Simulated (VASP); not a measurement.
# BaScO2F (P4/mmm) in VASP: a series of runs, part 2 of 2

VASP 6.6.1. The steps go on from the part before.

**3. Single point, LDA (strain +0.0400 x Voigt [0, 0, 1, 0, 0, 0])**

Input file INCAR:

```
ALGO     = Normal         # electronic algorithm
EDIFF    = 1E-6           # SCF threshold, eV
ENCUT    = 910            # plane-wave cutoff, eV
GGA      = CA             # functional
GGA_COMPAT= F            
ISIF     = 2              # what is computed and relaxed
ISMEAR   = 0              # smearing method
LASPH    = T              # aspherical terms in the spheres
LCHARG   = F              # write CHGCAR
LREAL    = F              # projectors in reciprocal space
LWAVE    = F              # write WAVECAR
NBANDS   = 28             # bands
NELM     = 120            # most SCF steps
PREC     = Accurate       # precision mode
SIGMA    = 0.05           # smearing width, eV
```

Input file KPOINTS:

```
k-points
0
Gamma
  6 6 6
```

Input file POSCAR:

```
BaScO2F
1.0
    4.2069470000      0.0000000000      0.0000000000
    0.0000000000      4.2069470000      0.0000000000
    0.0000000000      0.0000000000      4.3798695200
Ba Sc O F
1 1 2 1
Direct
    0.5000000000      0.5000000000      0.5000000000
    0.0000000000      0.0000000000      0.0000000000
    0.5000000000      0.0000000000      0.0000000000
    0.0000000000      0.5000000000      0.0000000000
    0.0000000000      0.0000000000      0.5000000000
```

Potentials or basis: VASP PAW LDA potentials, release 64 (Ba_sv, Sc_sv, O_h, F_h).

On the command line:

```bash
$ cat potpaw_LDA.64/Ba_sv/POTCAR potpaw_LDA.64/Sc_sv/POTCAR potpaw_LDA.64/O_h/POTCAR potpaw_LDA.64/F_h/POTCAR > POTCAR
$ mpirun -np 1 vasp_std > vasp.out
```

OUTCAR:

```text
EDIFF = 1E-6
   ENCUT = 910
   GGA = CA
   ISIF = 2
   ISMEAR = 0
   LASPH = T
   LREAL = F
   NELM = 120
   PREC = Accurate

 ion  position               nearest neighbor table
   1  0.500  0.500  0.500-   5 2.97   5 2.97   5 2.97   5 2.97   4 3.04   3 3.04   4 3.04   3 3.04
                             4 3.04   3 3.04   4 3.04   3 3.04   2 3.69   2 3.69   2 3.69   2 3.69
   2  0.000  0.000  0.000-   3 2.10   4 2.10   4 2.10   3 2.10   5 2.19   5 2.19   1 3.69   1 3.69
                             1 3.69   1 3.69   1 3.69   1 3.69   1 3.69   1 3.69
   3  0.500  0.000  0.000-   2 2.10   2 2.10   1 3.04   1 3.04   1 3.04   1 3.04
   4  0.000  0.500  0.000-   2 2.10   2 2.10   1 3.04   1 3.04   1 3.04   1 3.04
   5  0.000  0.000  0.500-   2 2.19   2 2.19   1 2.97   1 2.97   1 2.97   1 2.97

  LATTYP: Found a simple tetragonal cell.
 ALAT       =     4.2069470000
 C/A-ratio  =     1.0411040405

  Lattice vectors:

 A1 = (   4.2069470000,   0.0000000000,   0.0000000000)
 A2 = (   0.0000000000,   4.2069470000,   0.0000000000)
 A3 = (   0.0000000000,   0.0000000000,   4.3798695200)

Analysis of symmetry for initial positions (statically):
=====================================================================
 Subroutine PRICEL returns:
 Original cell was already a primitive cell.

 Routine SETGRP: Setting up the symmetry group for a
 simple tetragonal supercell.

 Subroutine GETGRP returns: Found 16 space group operations
 (whereof 16 operations were pure point group operations)
 out of a pool of 16 trial point group operations.

The static configuration has the point symmetry D_4h.

Analysis of symmetry for dynamics (positions and initial velocities):
=====================================================================
 Subroutine PRICEL returns:
 Original cell was already a primitive cell.
[... 131 lines left out ...]
   IALGO  =     38    algorithm
   IMIX   =      4    mixing-type and parameters
     AMIX     =   0.40;   BMIX     =  1.00
     AMIX_MAG =   1.60;   BMIX_MAG =  1.00
  volume/ion in A,a.u.               =      15.50       104.62
  Fermi-wavevector in a.u.,A,eV,Ry     =   1.313096  2.481391 23.459445  1.724221
  Thomas-Fermi vector in A             =   2.443442
   LORBIT       =      0    0 simple, 1 ext, 2 COOP (PROOUT), +10 PAW based schemes
   GGA     = CA    functional components
   LHFCALC =     F    Hartree Fock is set to
   AEXX    =    0.0000 exact exchange contribution
   IVDW    =     0    specifies the selected vdW correction
   LEPSILON=     F    determine dielectric tensor
   LRPA    =     F    only Hartree local field effects (RPA)
 non-spin polarized calculation
 Gauss-broadening in eV      SIGMA  =   0.05
  energy-cutoff  :      910.00
  volume of cell :       77.52
 maximum number of plane-waves:      4860
 NGX is ok and might be reduce to    42
   NGX = 21   NGY = 21   NGZ = 21

 number of electron      39.9999996 magnetization

 Free energy of the ion-electron system (eV)
  ---------------------------------------------------
  ext. energy  EPLUGINS =         0.00000000
  ---------------------------------------------------
  free energy    TOTEN  =       -39.96479674 eV

  energy without entropy =      -39.96479674  energy(sigma->0) =      -39.96479674

 E-fermi :   3.1074     XC(G=0): -10.7160

 val. band max:        2.7600345409   @ k =   0.5000   0.5000   0.5000
 cond. band min:       5.4730977246   @ k =   0.0000   0.0000   0.0000
 fundamental gap:      2.7130631837
 Fermi energy:         3.1074148735

 k-point     1 :       0.0000    0.0000    0.0000
  band No.  band energies     occupation
      1     -44.8769      2.00000
      2     -24.1242      2.00000
      3     -23.7880      2.00000
      4     -23.7880      2.00000
      5     -23.7359      2.00000
      6     -20.8914      2.00000
[... 733 lines left out ...]
     27       9.5951      0.00000
     28      10.0787      0.00000

 [... further k-points ...]

------------------------ aborting loop because EDIFF is reached ----------------------------------------

  FORCE on cell =-STRESS in cart. coord.  units (eV):
  Direction    XX          YY          ZZ          XY          YZ          ZX
  --------------------------------------------------------------------------------------
  -------------------------------------------------------------------------------------
  Total       -4.9028862     -4.9028862     -7.2948771      0.0000000     -0.0000000      0.0000000
  in kB     -101.3367903   -101.3367903   -150.7763793      0.0000000     -0.0000000      0.0000000
  external PRESSURE =    -117.8166533 kB  Pullay stress =       0.0000000 kB

 VOLUME and BASIS-vectors are now :
 -----------------------------------------------------------------------------
  energy-cutoff  :      910.00
  volume of cell :       77.52
      direct lattice vectors                 reciprocal lattice vectors
     4.206947000  0.000000000  0.000000000     0.237702068  0.000000000  0.000000000
     0.000000000  4.206947000  0.000000000     0.000000000  0.237702068  0.000000000
     0.000000000  0.000000000  4.379869520     0.000000000  0.000000000  0.228317304

 POSITION                                       TOTAL-FORCE (eV/Angst)
 -----------------------------------------------------------------------------------
      2.10347      2.10347      2.18993         0.000000      0.000000      0.000000
      0.00000      0.00000      0.00000         0.000000      0.000000      0.000000
      2.10347      0.00000      0.00000         0.000000      0.000000      0.000000
      0.00000      2.10347      0.00000         0.000000      0.000000      0.000000
      0.00000      0.00000      2.18993         0.000000      0.000000      0.000000
 -----------------------------------------------------------------------------------
    total drift:                                0.000000      0.000000     -0.000000

  FREE ENERGIE OF THE ION-ELECTRON SYSTEM (eV)
  ---------------------------------------------------
  free  energy   TOTEN  =       -39.9647967382 eV

  energy  without entropy=      -39.9647967382  energy(sigma->0) =      -39.96479674
```

OSZICAR:

```text
N       E                     dE             d eps       ncg     rms          rms(c)
DAV:   1     0.621251647975E+03    0.62125E+03   -0.25803E+04  2248   0.225E+03
DAV:   2     0.895739792310E+02   -0.53168E+03   -0.51673E+03  2336   0.540E+02
DAV:   3    -0.367652838462E+02   -0.12634E+03   -0.12052E+03  3824   0.195E+02
DAV:   4    -0.471120817258E+02   -0.10347E+02   -0.10295E+02  3504   0.638E+01
DAV:   5    -0.473060057933E+02   -0.19392E+00   -0.19342E+00  3548   0.762E+00    0.176E+01
DAV:   6    -0.404203884139E+02    0.68856E+01   -0.40908E+01  3960   0.464E+01    0.849E+00
DAV:   7    -0.401255473675E+02    0.29484E+00   -0.29373E+00  3468   0.105E+01    0.460E+00
DAV:   8    -0.399797806347E+02    0.14577E+00   -0.76485E-01  3716   0.893E+00    0.983E-01
DAV:   9    -0.399679600781E+02    0.11821E-01   -0.45614E-02  3476   0.201E+00    0.413E-01
DAV:  10    -0.399649643413E+02    0.29957E-02   -0.22654E-02  3624   0.128E+00    0.141E-01
DAV:  11    -0.399648668101E+02    0.97531E-04   -0.41076E-03  3696   0.404E-01    0.784E-02
DAV:  12    -0.399648457772E+02    0.21033E-04   -0.15139E-03  3720   0.290E-01    0.512E-02
DAV:  13    -0.399647979027E+02    0.47875E-04   -0.39903E-04  3776   0.154E-01    0.878E-03
DAV:  14    -0.399647967375E+02    0.11652E-05   -0.13916E-05  3460   0.308E-02    0.291E-03
DAV:  15    -0.399647967382E+02   -0.72032E-09   -0.29686E-06  2348   0.127E-02
   1 F= -.39964797E+02 E0= -.39964797E+02  d E =-.143893E-24
```

stdout:

```text
POSCAR found type information on POSCAR BaScO F
 POSCAR found :  4 types and       5 ions
 scaLAPACK will be used
 LDA part: xc-table for (Slater(with rela. corr.)+CA(PZ))
 , standard interpolation
 POSCAR, INCAR and KPOINTS ok, starting setup
 FFT: planning ... GRIDC
 FFT: planning ... GRID_SOFT
 FFT: planning ... GRID
 WAVECAR not read
 entering main loop
```

It took 2 min on 1 thread of AMD EPYC 9R45 (Zen 5), shared host; peak memory 0.35 GiB.

What came out:

```
Free energy            : -39.9648 eV
Pressure               : -11.8 GPa
Band gap on the k mesh : 2.71 eV (least direct gap 3.14 eV)
```

Levels at points of the mesh, in eV from the valence-band top:
```tsv
k point	band 17	band 18	band 19	band 20	band 21	band 22	band 23	band 24
(0.00, 0.00, 0.00)	-1.32	-1.20	-0.43	-0.43	2.71	2.71	2.81	3.09
(0.50, 0.00, 0.00)	-1.85	-1.79	-1.61	-1.23	3.09	4.24	4.46	4.53
(0.50, 0.50, 0.00)	-2.97	-2.53	-2.53	-0.07	3.66	4.54	4.54	5.29
(0.00, 0.00, 0.50)	-2.26	-1.94	-0.56	-0.56	3.45	3.70	3.70	4.61
(0.50, 0.00, 0.50)	-1.96	-1.34	-1.30	-1.08	3.46	4.73	4.82	5.20
(0.50, 0.50, 0.50)	-2.56	-1.53	-1.53	0.00	3.90	4.87	4.87	4.88
```

Caveat: the cell differs from its parent crystal (strain +0.0400 x Voigt [0, 0, 1, 0, 0, 0]); the cutoff is under 1.25 times the usual one of these potentials, so pressure, stress and relaxed cells hold a basis-set (Pulay) error; the cell stands under tension; spin-orbit coupling is left out, which moves the levels of the heavy elements. A k mesh can miss the band edges.

**4. Single point, LDA (strain +0.0300 x Voigt [0, 0, 1, 0, 0, 0])**

Input file INCAR:

```
SYSTEM = BaScO2F
PREC = Accurate
ENCUT = 910
EDIFF = 1E-6
ISMEAR = 0
SIGMA = 0.05
LREAL = .FALSE.
LASPH = .TRUE.
NELM = 120
ALGO = Normal
ISIF = 2
LWAVE = .FALSE.
LCHARG = .FALSE.
NBANDS = 28
GGA_COMPAT = .FALSE.
```

Input file KPOINTS:

```
regular mesh
0
G
  6 6 6
  0 0 0
```

POSCAR, as its differences from that of step 3:

```diff
@@ -4,3 +4,3 @@
     0.0000000000      4.2069470000      0.0000000000
-    0.0000000000      0.0000000000      4.3798695200
+    0.0000000000      0.0000000000      4.3377553900
 Ba Sc O F
```

Potentials or basis: VASP PAW LDA potentials, release 64 (Ba_sv, Sc_sv, O_h, F_h).

On the command line:

```bash
$ cat potpaw_LDA.64/Ba_sv/POTCAR potpaw_LDA.64/Sc_sv/POTCAR potpaw_LDA.64/O_h/POTCAR potpaw_LDA.64/F_h/POTCAR > POTCAR
$ mpirun -np 1 vasp_std > vasp.out
```

OUTCAR:

```text
SYSTEM = BaScO2F
   PREC = Accurate
   ENCUT = 910
   EDIFF = 1E-6
   ISMEAR = 0
   LREAL = .FALSE.
   LASPH = .TRUE.
   NELM = 120
   ISIF = 2

 ion  position               nearest neighbor table
   1  0.500  0.500  0.500-   5 2.97   5 2.97   5 2.97   5 2.97   4 3.02   3 3.02   4 3.02   3 3.02
                             4 3.02   3 3.02   4 3.02   3 3.02   2 3.68   2 3.68   2 3.68   2 3.68
   2  0.000  0.000  0.000-   3 2.10   4 2.10   4 2.10   3 2.10   5 2.17   5 2.17   1 3.68   1 3.68
                             1 3.68   1 3.68   1 3.68   1 3.68   1 3.68   1 3.68
   3  0.500  0.000  0.000-   2 2.10   2 2.10   1 3.02   1 3.02   1 3.02   1 3.02
   4  0.000  0.500  0.000-   2 2.10   2 2.10   1 3.02   1 3.02   1 3.02   1 3.02
   5  0.000  0.000  0.500-   2 2.17   2 2.17   1 2.97   1 2.97   1 2.97   1 2.97

  LATTYP: Found a simple tetragonal cell.
 ALAT       =     4.2069470000
 C/A-ratio  =     1.0310934248

  Lattice vectors:

 A1 = (   4.2069470000,   0.0000000000,   0.0000000000)
 A2 = (   0.0000000000,   4.2069470000,   0.0000000000)
 A3 = (   0.0000000000,   0.0000000000,   4.3377553900)

Analysis of symmetry for initial positions (statically):
=====================================================================
 Subroutine PRICEL returns:
 Original cell was already a primitive cell.

 Routine SETGRP: Setting up the symmetry group for a
 simple tetragonal supercell.

 Subroutine GETGRP returns: Found 16 space group operations
 (whereof 16 operations were pure point group operations)
 out of a pool of 16 trial point group operations.

The static configuration has the point symmetry D_4h.

Analysis of symmetry for dynamics (positions and initial velocities):
=====================================================================
 Subroutine PRICEL returns:
 Original cell was already a primitive cell.

 Routine SETGRP: Setting up the symmetry group for a
 simple tetragonal supercell.

 Subroutine GETGRP returns: Found 16 space group operations
 (whereof 16 operations were pure point group operations)
[... 130 lines left out ...]
  Fermi-wavevector in a.u.,A,eV,Ry     =   1.317332  2.489396 23.611041  1.735363
  Thomas-Fermi vector in A             =   2.447380
   LORBIT       =      0    0 simple, 1 ext, 2 COOP (PROOUT), +10 PAW based schemes
   GGA     = CA    functional components
   LHFCALC =     F    Hartree Fock is set to
   AEXX    =    0.0000 exact exchange contribution
   IVDW    =     0    specifies the selected vdW correction
   LEPSILON=     F    determine dielectric tensor
   LRPA    =     F    only Hartree local field effects (RPA)
 non-spin polarized calculation
 Gauss-broadening in eV      SIGMA  =   0.05
  energy-cutoff  :      910.00
  volume of cell :       76.77
 maximum number of plane-waves:      4824
 NGX is ok and might be reduce to    42
   NGX = 21   NGY = 21   NGZ = 21

 number of electron      39.9999994 magnetization

 Free energy of the ion-electron system (eV)
  ---------------------------------------------------
  ext. energy  EPLUGINS =         0.00000000
  ---------------------------------------------------
  free energy    TOTEN  =       -40.03005217 eV

  energy without entropy =      -40.03005217  energy(sigma->0) =      -40.03005217

 E-fermi :   3.0706     XC(G=0): -10.7641

 val. band max:        2.7889590905   @ k =   0.5000   0.5000   0.5000
 cond. band min:       5.5402720036   @ k =   0.0000   0.0000   0.0000
 fundamental gap:      2.7513129131
 Fermi energy:         3.0705891152

 k-point     1 :       0.0000    0.0000    0.0000
  band No.  band energies     occupation
      1     -44.8050      2.00000
      2     -24.0601      2.00000
      3     -23.7200      2.00000
      4     -23.7200      2.00000
      5     -23.6286      2.00000
      6     -20.8875      2.00000
[... 733 lines left out ...]
     27       9.6926      0.00000
     28      10.2078      0.00000

 [... further k-points ...]

------------------------ aborting loop because EDIFF is reached ----------------------------------------

  FORCE on cell =-STRESS in cart. coord.  units (eV):
  Direction    XX          YY          ZZ          XY          YZ          ZX
  --------------------------------------------------------------------------------------
  -------------------------------------------------------------------------------------
  Total       -4.7032378     -4.7032378     -6.5922848      0.0000000      0.0000000      0.0000000
  in kB      -98.1540845    -98.1540845   -137.5774966      0.0000000      0.0000000      0.0000000
  external PRESSURE =    -111.2952218 kB  Pullay stress =       0.0000000 kB

 VOLUME and BASIS-vectors are now :
 -----------------------------------------------------------------------------
  energy-cutoff  :      910.00
  volume of cell :       76.77
      direct lattice vectors                 reciprocal lattice vectors
     4.206947000  0.000000000  0.000000000     0.237702068  0.000000000  0.000000000
     0.000000000  4.206947000  0.000000000     0.000000000  0.237702068  0.000000000
     0.000000000  0.000000000  4.337755390     0.000000000  0.000000000  0.230533977

 POSITION                                       TOTAL-FORCE (eV/Angst)
 -----------------------------------------------------------------------------------
      2.10347      2.10347      2.16888         0.000000      0.000000      0.000000
      0.00000      0.00000      0.00000         0.000000      0.000000      0.000000
      2.10347      0.00000      0.00000         0.000000      0.000000      0.000000
      0.00000      2.10347      0.00000         0.000000      0.000000      0.000000
      0.00000      0.00000      2.16888         0.000000      0.000000      0.000000
 -----------------------------------------------------------------------------------
    total drift:                                0.000000      0.000000     -0.000000

  FREE ENERGIE OF THE ION-ELECTRON SYSTEM (eV)
  ---------------------------------------------------
  free  energy   TOTEN  =       -40.0300521676 eV

  energy  without entropy=      -40.0300521676  energy(sigma->0) =      -40.03005217
```

stdout:

```text
POSCAR found type information on POSCAR BaScO F
 POSCAR found :  4 types and       5 ions
 scaLAPACK will be used
 LDA part: xc-table for (Slater(with rela. corr.)+CA(PZ))
 , standard interpolation
 POSCAR, INCAR and KPOINTS ok, starting setup
 FFT: planning ... GRIDC
 FFT: planning ... GRID_SOFT
 FFT: planning ... GRID
 WAVECAR not read
 entering main loop
```

Wall time 3.9 min (1 thread of Intel Xeon Platinum 8488C (Sapphire Rapids), shared host); peak memory 0.38 GiB.

What came out:

* Free energy: -40.0301 eV
* Pressure: -11.1 GPa
* Band gap on the k mesh: 2.75 eV (least direct gap 3.17 eV)

Caveat: the cell differs from its parent crystal (strain +0.0300 x Voigt [0, 0, 1, 0, 0, 0]); the cutoff is under 1.25 times the usual one of these potentials, so pressure, stress and relaxed cells hold a basis-set (Pulay) error; the cell stands under tension; spin-orbit coupling is left out, which moves the levels of the heavy elements.

**5. Single point, LDA (strain +0.0200 x Voigt [0, 0, 1, 0, 0, 0])**

Input file INCAR:

```
ALGO = Normal
EDIFF = 1E-6
ENCUT = 910
GGA_COMPAT = F
ISIF = 2
ISMEAR = 0
LASPH = T
LCHARG = F
LREAL = F
LWAVE = F
NBANDS = 28
NELM = 120
PREC = Accurate
SIGMA = 0.05
```

Input file KPOINTS:

```
k-points
0
Gamma
  6 6 6
```

POSCAR, as its differences from that of step 4:

```diff
@@ -4,3 +4,3 @@
     0.0000000000      4.2069470000      0.0000000000
-    0.0000000000      0.0000000000      4.3377553900
+    0.0000000000      0.0000000000      4.2956412600
 Ba Sc O F
```

On the command line:

```bash
$ cat potpaw_LDA.64/Ba_sv/POTCAR potpaw_LDA.64/Sc_sv/POTCAR potpaw_LDA.64/O_h/POTCAR potpaw_LDA.64/F_h/POTCAR > POTCAR
$ mpirun -np 1 vasp_std > vasp.out
```

Wall time 2.8 min (1 thread of Intel Xeon Platinum 8259CL at 2.50GHz (Skylake/Cascade Lake), shared host); peak memory 0.36 GiB.

It converged, with:

| Property | Result |
| --- | --- |
| Free energy | -40.0890 eV |
| Pressure | -10.4 GPa |
| Band gap on the k mesh | 2.79 eV (least direct gap 3.20 eV) |

Stress tensor (GPa, compression positive):
```
 -9.49   0.00   0.00
  0.00  -9.49   0.00
  0.00   0.00 -12.32
```

Levels at points of the mesh, in eV from the valence-band top:
| k point | band 17 | band 18 | band 19 | band 20 | band 21 | band 22 | band 23 | band 24 |
| --- | --- | --- | --- | --- | --- | --- | --- | --- |
| (0.00, 0.00, 0.00) | -1.23 | -1.16 | -0.40 | -0.40 | 2.79 | 2.79 | 2.99 | 3.10 |
| (0.50, 0.00, 0.00) | -1.81 | -1.79 | -1.58 | -1.19 | 3.16 | 4.41 | 4.60 | 4.71 |
| (0.50, 0.50, 0.00) | -2.93 | -2.48 | -2.48 | -0.08 | 3.91 | 4.60 | 4.60 | 5.32 |
| (0.00, 0.00, 0.50) | -2.27 | -1.96 | -0.54 | -0.54 | 3.50 | 3.84 | 3.84 | 4.86 |
| (0.50, 0.00, 0.50) | -1.90 | -1.27 | -1.27 | -1.03 | 3.59 | 4.85 | 4.88 | 5.42 |
| (0.50, 0.50, 0.50) | -2.46 | -1.44 | -1.44 | 0.00 | 4.02 | 4.99 | 4.99 | 5.07 |

Caveat: the cell differs from its parent crystal (strain +0.0200 x Voigt [0, 0, 1, 0, 0, 0]); the cutoff is under 1.25 times the usual one of these potentials, so pressure, stress and relaxed cells hold a basis-set (Pulay) error; the cell stands under tension; spin-orbit coupling is left out, which moves the levels of the heavy elements.

**6. Summary**

| cell | gap on the mesh (eV) | pressure (GPa) |
| --- | --- | --- |
| a = 4.207, b = 4.207, c = 4.359 Å, 5 atoms | 2.73 | -11.5 |
| a = 4.207, b = 4.207, c = 4.380 Å, 5 atoms | 2.71 | -11.8 |
| a = 4.207, b = 4.207, c = 4.338 Å, 5 atoms | 2.75 | -11.1 |
| a = 4.207, b = 4.207, c = 4.296 Å, 5 atoms | 2.79 | -10.4 |

Alike in all rows: task single point; level LDA; potentials or basis VASP PAW LDA potentials, release 64 (Ba_sv, Sc_sv, O_h, F_h); no spin polarisation; k mesh 6 × 6 × 6; cutoff (eV) 910; smearing gaussian 0.05 eV.

Caveats: the cutoff is under 1.25 times the usual one of these potentials, so pressure, stress and relaxed cells hold a basis-set (Pulay) error; the cell stands under tension; spin-orbit coupling is left out, which moves the levels of the heavy elements.

Absolute energies hang on the potentials; compare differences alone.
